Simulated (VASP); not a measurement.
# C (P-1) in VASP: further runs

The runs below take C through single point, with PBE.

All numbers are computed with VASP 6.6.1; they aren't measurements. Logs are shortened: lines on timing, memory, paths and dates and some standing lists are left out, and cuts for length are marked.

**1. The cell of the first run**

The typed cell holds 12 atoms: a = 2.597 Å, b = 2.556 Å, c = 12.806 Å, α = 89.23°, β = 87.94°, γ = 118.45°.

**2. Single point, PBE**

Contents of INCAR:

```
ALGO = Normal
EDIFF = 1E-6
ENCUT = 520
GGA = PE
ISIF = 2
ISMEAR = 0
LASPH = True
LCHARG = True
LELF = True
LREAL = False
LVHAR = True
LWAVE = False
NBANDS = 36
NELM = 100
PREC = Accurate
SIGMA = 0.05
```

Contents of KPOINTS:

```
k-points
0
Gamma
  12 12 2
```

Contents of POSCAR:

```
C
1.0
    2.5961621202      0.0462520145      0.0462520145
   -1.2580256406      2.2252163412      0.0169294123
    0.2280742143      0.2280742143     12.8019858714
C
12
Direct
    0.0000000000      0.0000000000      0.1868593266
    0.0000000000      0.0000000000      0.6868593266
    0.0000000000      0.0000000000      0.3131406734
    0.0000000000      0.0000000000      0.8131406734
    0.3333333333      0.6666666667      0.5207665411
    0.6666666667      0.3333333333      0.0207665411
    0.3333333333      0.6666666667      0.9792334589
    0.6666666667      0.3333333333      0.4792334589
    0.3333333333      0.6666666667      0.6450950823
    0.6666666667      0.3333333333      0.1450950823
    0.3333333333      0.6666666667      0.8549049177
    0.6666666667      0.3333333333      0.3549049177
```

Potentials or basis: VASP PAW PBE potentials, release 64 (C).

Command:

```
$ cat potpaw_PBE.64/C/POTCAR > POTCAR
$ mpirun -np 1 vasp_std > vasp.out
```

OUTCAR:

```text
EDIFF = 1E-6
   ENCUT = 520
   GGA = PE
   ISIF = 2
   ISMEAR = 0
   LASPH = True
   LREAL = False
   NELM = 100
   PREC = Accurate

 ion  position               nearest neighbor table
   1  0.000  0.000  0.187-  10 1.58  10 1.59  10 1.61   3 1.62
   2  0.000  0.000  0.687-   9 1.56   9 1.57   4 1.62   9 1.64
   3  0.000  0.000  0.313-  12 1.56  12 1.57   1 1.62  12 1.64
   4  0.000  0.000  0.813-  11 1.58  11 1.59  11 1.61   2 1.62
   5  0.333  0.667  0.521-   8 1.56   8 1.57   9 1.59   8 1.64
   6  0.667  0.333  0.021-   7 1.58   7 1.59  10 1.59   7 1.61
   7  0.333  0.667  0.979-   6 1.58   6 1.59  11 1.59   6 1.61
   8  0.667  0.333  0.479-   5 1.56   5 1.57  12 1.59   5 1.64
   9  0.333  0.667  0.645-   2 1.56   2 1.57   5 1.59   2 1.64
  10  0.667  0.333  0.145-   1 1.58   1 1.59   6 1.59   1 1.61
  11  0.333  0.667  0.855-   4 1.58   4 1.59   7 1.59   4 1.61
  12  0.667  0.333  0.355-   3 1.56   3 1.57   8 1.59   3 1.64

  LATTYP: Found a triclinic cell.
 ALAT       =     4.4981116879
 B/A-ratio  =     0.5682978882
 C/A-ratio  =     2.8469832186
 COS(alpha) =     0.0133591636
 COS(beta)  =     0.0359256561
 COS(gamma) =     0.8615713107

  Lattice vectors:

 A1 = (   0.0801108390,   4.4966846969,   0.0801108391)
 A2 = (  -1.2580256406,   2.2252163412,   0.0169294123)
 A3 = (   0.2280742143,   0.2280742143,  12.8019858714)

Analysis of symmetry for initial positions (statically):
=====================================================================
 Subroutine PRICEL returns:
 Original cell was already a primitive cell.

 Routine SETGRP: Setting up the symmetry group for a
 triclinic supercell.

 Subroutine GETGRP returns: Found  2 space group operations
 (whereof  2 operations were pure point group operations)
 out of a pool of  2 trial point group operations.

The static configuration has the point symmetry S_2 .

Analysis of symmetry for dynamics (positions and initial velocities):
=====================================================================
 Subroutine PRICEL returns:
 Original cell was already a primitive cell.

 Routine SETGRP: Setting up the symmetry group for a
 triclinic supercell.

 Subroutine GETGRP returns: Found  2 space group operations
 (whereof  2 operations were pure point group operations)
 out of a pool of  2 trial point group operations.

The dynamic configuration has the point symmetry S_2 .

 Subroutine INISYM returns: Found  2 space group operations
 (whereof  2 operations are pure point group operations),
 and found     1 'primitive' translations

----------------------------------------------------------------------------------------

                                     Primitive cell

  volume of cell :      74.6557

  direct lattice vectors                    reciprocal lattice vectors
     2.596162120  0.046252015  0.046252015     0.381529330  0.215778494 -0.010641358
    -1.258025641  2.225216341  0.016929412    -0.007790015  0.445049690 -0.007790015
     0.228074214  0.228074214 12.801985871    -0.001368117 -0.001368117  0.078161629

  length of vectors
     2.596985994  2.556267373 12.806048491     0.438449800  0.445186023  0.078185572

  position of ions in fractional coordinates (direct lattice)
     0.000000000  1.000000000  0.186859327
     0.000000000  1.000000000  0.686859327
     0.000000000  1.000000000  0.313140673
     0.000000000  1.000000000  0.813140673
     0.333333333  0.666666667  0.520766541
     0.666666667  0.333333333  0.020766541
     0.333333333  0.666666667  0.979233459
     0.666666667  0.333333333  0.479233459
     0.333333333  0.666666667  0.645095082
     0.666666667  0.333333333  0.145095082
     0.333333333  0.666666667  0.854904918
     0.666666667  0.333333333  0.354904918

  ion indices of the primitive-cell ions
   primitive index   ion index
                 1           1
                 2           2
                 3           3
                 4           4
                 5           5
                 6           6
                 7           7
                 8           8
                 9           9
                10          10
                11          11
                12          12

----------------------------------------------------------------------------------------

 KPOINTS: k-points

Automatic generation of k-mesh.
 Grid dimensions read from file:
 generate k-points for:   12   12    2

 Generating k-lattice:

  Cartesian coordinates                     Fractional coordinates (reciprocal lattice)
     0.031794111  0.017981541 -0.000886780     0.083333333 -0.000000000  0.000000000
    -0.000649168  0.037087474 -0.000649168     0.000000000  0.083333333  0.000000000
    -0.000684059 -0.000684059  0.039080814    -0.000000000  0.000000000  0.500000000

  Length of vectors
     0.036537483  0.037098835  0.039092786

  Shift w.r.t. Gamma in fractional coordinates (k-lattice)
     0.000000000  0.000000000  0.000000000

 Subroutine IBZKPT returns following result:
 ===========================================

 Found    148 irreducible k-points:

 Following reciprocal coordinates:
            Coordinates               Weight
  0.000000  0.000000  0.000000      1.000000
  0.083333 -0.000000  0.000000      2.000000
  0.166667  0.000000 -0.000000      2.000000
  0.250000 -0.000000  0.000000      2.000000
  0.333333 -0.000000  0.000000      2.000000
  0.416667 -0.000000 -0.000000      2.000000
[... 16 lines left out ...]
  0.250000  0.166667 -0.000000      2.000000
  0.333333  0.166667 -0.000000      2.000000
 [... further k-points ...]
   k-points           NKPTS =    148   k-points in BZ     NKDIM =    148   number of bands    NBANDS=     36
   number of dos      NEDOS =    301   number of ions     NIONS =     12
   total plane-waves  NPLWV =  38400
   dimension x,y,z NGX =    20 NGY =   20 NGZ =   96
   dimension x,y,z NGXF=    40 NGYF=   40 NGZF=  192
   ions per type =              12
   NGX,Y,Z   is equivalent  to a cutoff of  12.80, 13.01, 12.46 a.u.
   NGXF,Y,Z  is equivalent  to a cutoff of  25.61, 26.01, 24.93 a.u.
 SYSTEM =  unknown system
   PREC   = accura    normal or accurate (medium, high low for compatibility)
   ISTART =      0    job   : 0-new  1-cont  2-samecut
   ICHARG =      2    charge: 1-file 2-atom 10-const
   ISPIN  =      1    spin polarized calculation?
   LNONCOLLINEAR =      F non collinear calculations
   LSORBIT =      F    spin-orbit coupling
   LASPH  =      T    aspherical Exc in radial PAW
   ENCUT  =  520.0 eV  38.22 Ry    6.18 a.u.   4.83  4.75 23.81*2*pi/ulx,y,z
   NELM   =    100;   NELMIN=  2; NELMDL= -5     # of ELM steps
   EDIFF  = 0.1E-05   stopping-criterion for ELM
   LREAL  =      F    real-space projection
   EDIFFG = 0.1E-04   stopping-criterion for IOM
   NSW    =      0    number of steps for IOM
   IBRION =     -1    ionic relax: 0-MD 1-quasi-New 2-CG
   NFREE  =      0    steps in history (QN), initial steepest desc. (CG)
   ISIF   =      2    stress and relaxation
   ISYM   =      2    0-nonsym 1-usesym 2-fastsym
   POTIM  = 0.5000    time-step for ionic-motion
   TEBEG  =    0.0;   TEEND  =   0.0 temperature during run
   PSTRESS=    0.0 pullay stress
   NELECT =      48.0000    total number of electrons
   NUPDOWN=      -1.0000    fix difference up-down
   EMIN   =  10.00;   EMAX   =-10.00  energy-range for DOS
   EFERMI =   0.00;   METHOD = LEGACY
   ISMEAR =     0;   SIGMA  =   0.05  broadening in eV -4-tet -1-fermi 0-gaus
   EFERMI_NEDOS =   21; number of points for ismear=-14 and -15
   IALGO  =     38    algorithm
   IMIX   =      4    mixing-type and parameters
     AMIX     =   0.40;   BMIX     =  1.00
     AMIX_MAG =   1.60;   BMIX_MAG =  1.00
  volume/ion in A,a.u.               =       6.22        41.98
  Fermi-wavevector in a.u.,A,eV,Ry     =   1.412974  2.670135 27.163989  1.996497
  Thomas-Fermi vector in A             =   2.534668
   LORBIT       =      0    0 simple, 1 ext, 2 COOP (PROOUT), +10 PAW based schemes
   GGA     = PE    functional components
   LHFCALC =     F    Hartree Fock is set to
   AEXX    =    0.0000 exact exchange contribution
   IVDW    =     0    specifies the selected vdW correction
   LEPSILON=     F    determine dielectric tensor
   LRPA    =     F    only Hartree local field effects (RPA)
 non-spin polarized calculation
 Gauss-broadening in eV      SIGMA  =   0.05
  energy-cutoff  :      520.00
  volume of cell :       74.66
 maximum number of plane-waves:      2035
   NGX =  9   NGY =  9   NGZ = 47

 number of electron      48.0000001 magnetization

 Free energy of the ion-electron system (eV)
  ---------------------------------------------------
  ext. energy  EPLUGINS =         0.00000000
  ---------------------------------------------------
  free energy    TOTEN  =      -108.01824102 eV

  energy without entropy =     -108.01824102  energy(sigma->0) =     -108.01824102

 E-fermi :   8.9621     XC(G=0): -12.7923

 val. band max:        8.6604565130   @ k =   0.0000   0.0000   0.0000
 cond. band min:      12.3017511011   @ k =  -0.4167   0.4167   0.0000
 fundamental gap:      3.6412945881
 Fermi energy:         8.9620554153

 k-point     1 :       0.0000    0.0000    0.0000
  band No.  band energies     occupation
      1     -11.8501      2.00000
      2     -11.1739      2.00000
      3     -11.0976      2.00000
      4      -9.0837      2.00000
      5      -9.0254      2.00000
      6      -6.6419      2.00000
[... 28 lines left out ...]
     35      15.8590      0.00000
     36      15.8751      0.00000
[... 866 lines left out ...]
      6      -3.5817      2.00000
[... 28 lines left out ...]
     35      18.4033      0.00000
     36      18.5802      0.00000

 [... further k-points ...]

------------------------ aborting loop because EDIFF is reached ----------------------------------------

  FORCE on cell =-STRESS in cart. coord.  units (eV):
  Direction    XX          YY          ZZ          XY          YZ          ZX
  --------------------------------------------------------------------------------------
  -------------------------------------------------------------------------------------
  Total      -14.6215728    -14.4555530    -14.6533099     -7.3778601     -6.9430954     -6.9541233
  in kB     -313.7920144   -310.2290811   -314.4731217   -158.3354689   -149.0050298   -149.2416979
  external PRESSURE =    -312.8314058 kB  Pullay stress =       0.0000000 kB

 VOLUME and BASIS-vectors are now :
 -----------------------------------------------------------------------------
  energy-cutoff  :      520.00
  volume of cell :       74.66
      direct lattice vectors                 reciprocal lattice vectors
     2.596162120  0.046252015  0.046252015     0.381529330  0.215778494 -0.010641358
    -1.258025641  2.225216341  0.016929412    -0.007790015  0.445049690 -0.007790015
     0.228074214  0.228074214 12.801985871    -0.001368117 -0.001368117  0.078161629

 POSITION                                       TOTAL-FORCE (eV/Angst)
 -----------------------------------------------------------------------------------
      0.04262      0.04262      2.39217        -0.052606     -0.020793     -0.053161
      0.15665      0.15665      8.79316         0.054473      0.029356      0.012455
      0.07142      0.07142      4.00882        -0.054473     -0.029356     -0.012455
      0.18546      0.18546     10.40982         0.052606      0.020793      0.053161
      0.14548      1.61767      6.69355         0.092156      0.071788      0.055453
      1.31617      0.77731      0.30233        -0.005526      0.021603      0.003064
      0.25004      1.72223     12.56284         0.005526     -0.021603     -0.003064
      1.42073      0.88187      6.17162        -0.092156     -0.071788     -0.055453
      0.17383      1.64602      8.28520        -0.097594     -0.069917     -0.031710
      1.34453      0.80567      1.89398         0.012750     -0.021851      0.018908
      0.22169      1.69388     10.97118        -0.012750      0.021851     -0.018908
      1.39238      0.85352      4.57997         0.097594      0.069917      0.031710
 -----------------------------------------------------------------------------------
    total drift:                               -0.000000      0.000000      0.000000

  FREE ENERGIE OF THE ION-ELECTRON SYSTEM (eV)
  ---------------------------------------------------
  free  energy   TOTEN  =      -108.0182410161 eV

  energy  without entropy=     -108.0182410161  energy(sigma->0) =     -108.01824102
```

It took 3.8 min on 1 thread of AMD EPYC 7R13 (Zen 3), shared host; peak memory 0.33 GiB.

Results:

```
Free energy            : -108.0182 eV
Pressure               : -31.3 GPa
Largest force          : 0.129 eV/Å
Band gap on the k mesh : 3.64 eV (least direct gap 4.52 eV)
```

Forces on the atoms (eV/Å):
```
C   -0.053 -0.021 -0.053
C    0.054  0.029  0.012
C   -0.054 -0.029 -0.012
C    0.053  0.021  0.053
C    0.092  0.072  0.055
C   -0.006  0.022  0.003
C    0.006 -0.022 -0.003
C   -0.092 -0.072 -0.055
C   -0.098 -0.070 -0.032
C    0.013 -0.022  0.019
C   -0.013  0.022 -0.019
C    0.098  0.070  0.032
```

Levels at points of the mesh, in eV from the valence-band top:
```tsv
k point	band 20	band 21	band 22	band 23	band 24	band 25	band 26	band 27	band 28	band 29
(0.00, 0.00, 0.00)	-1.08	-0.90	-0.41	-0.04	0.00	4.52	5.08	5.09	5.53	6.11
(0.50, 0.00, 0.00)	-4.46	-3.55	-3.54	-3.17	-2.50	4.56	4.81	5.41	5.46	6.60
(0.00, 0.50, 0.00)	-4.33	-3.90	-3.84	-3.29	-2.73	4.25	4.80	4.92	4.93	6.42
(0.50, 0.50, 0.00)	-4.26	-4.15	-4.06	-3.54	-2.99	3.70	4.29	4.40	5.27	5.91
(0.00, 0.00, 0.50)	-1.36	-0.56	-0.48	-0.37	-0.22	4.69	5.08	5.28	5.61	5.82
(0.50, 0.00, 0.50)	-4.30	-4.02	-3.18	-2.85	-2.74	4.40	4.92	5.07	6.03	6.06
(0.00, 0.50, 0.50)	-4.62	-3.89	-3.49	-3.06	-2.94	4.38	4.48	4.74	5.57	5.63
(0.50, 0.50, 0.50)	-4.95	-3.75	-3.72	-3.37	-3.20	3.85	3.88	5.08	5.11	5.21
```

Caveat: the cell stands under tension.

**3. Single point, PBE**

This run uses another cell than the first one, of 5.52 Å³/atom.

Contents of INCAR:

```
ALGO     = Normal         # electronic algorithm
EDIFF    = 1E-7           # SCF threshold, eV
ENCUT    = 520            # plane-wave cutoff, eV
GGA      = PE             # functional
ISIF     = 2              # what is computed and relaxed
ISMEAR   = 0              # smearing method
LASPH    = T              # aspherical terms in the spheres
LCHARG   = F              # write CHGCAR
LREAL    = F              # projectors in reciprocal space
LWAVE    = F              # write WAVECAR
NBANDS   = 36             # bands
NELM     = 60             # most SCF steps
PREC     = Accurate       # precision mode
SIGMA    = 0.05           # smearing width, eV
```

KPOINTS is that of step 2.

Changes to POSCAR since step 2:

```diff
@@ -2,5 +2,5 @@
 1.0
-    2.5961621202      0.0462520145      0.0462520145
-   -1.2580256406      2.2252163412      0.0169294123
-    0.2280742143      0.2280742143     12.8019858714
+    2.4953402903      0.0462520145      0.0462520145
+   -1.2076147257      2.1379020753      0.0169294123
+    0.2280742143      0.2280742143     12.3048213715
 C
```

Potentials or basis: VASP PAW PBE potentials, release 64 (C).

Command:

```
$ cat potpaw_PBE.64/C/POTCAR > POTCAR
$ mpirun -np 1 vasp_std > vasp.out
```

It took 3.1 min on 1 thread of Intel Xeon Platinum 8488C (Sapphire Rapids), shared host; peak memory 0.33 GiB.

The run converged. Its results:

| Property | Result |
| --- | --- |
| Free energy | -108.4950 eV |
| Pressure | 15.9 GPa |
| Largest force | 0.301 eV/Å |
| Band gap on the k mesh | 3.84 eV (least direct gap 4.75 eV) |

Forces in eV/Å, atoms in the order of the input:
```
C   -0.006 -0.160  0.037
C   -0.259 -0.096  0.120
C    0.259  0.096 -0.120
C    0.006  0.160 -0.037
C   -0.210 -0.044  0.084
C    0.050 -0.107  0.017
C   -0.050  0.107 -0.017
C    0.210  0.044 -0.084
C    0.200  0.045 -0.082
C   -0.039  0.106 -0.016
C    0.039 -0.106  0.016
C   -0.200 -0.045  0.082
```

Stress tensor (GPa, compression positive):
```
 15.79 -21.11 -18.78
-21.11  16.13 -18.75
-18.78 -18.75  15.66
```

Levels at points of the mesh, in eV from the valence-band top:
```
           k point  band 21  band 22  band 23  band 24  band 25  band 26  band 27  band 28
(0.00, 0.00, 0.00)    -1.00    -0.50    -0.04     0.00     4.75     5.37     5.40     5.88
(0.50, 0.00, 0.00)    -3.98    -3.97    -3.52    -2.78     4.76     5.17     5.81     5.84
(0.00, 0.50, 0.00)    -4.38    -4.32    -3.68    -3.05     4.52     5.03     5.20     5.28
(0.50, 0.50, 0.00)    -4.69    -4.52    -3.99    -3.35     3.87     4.53     4.59     5.59
(0.00, 0.00, 0.50)    -0.65    -0.55    -0.42    -0.25     4.94     5.36     5.64     5.98
(0.50, 0.00, 0.50)    -4.51    -3.53    -3.17    -3.05     4.65     5.28     5.45     6.41
(0.00, 0.50, 0.50)    -4.37    -3.90    -3.44    -3.27     4.65     4.75     5.07     5.93
(0.50, 0.50, 0.50)    -4.20    -4.18    -3.79    -3.57     4.03     4.07     5.38     5.41
```

Caveat: the cell stands under pressure.
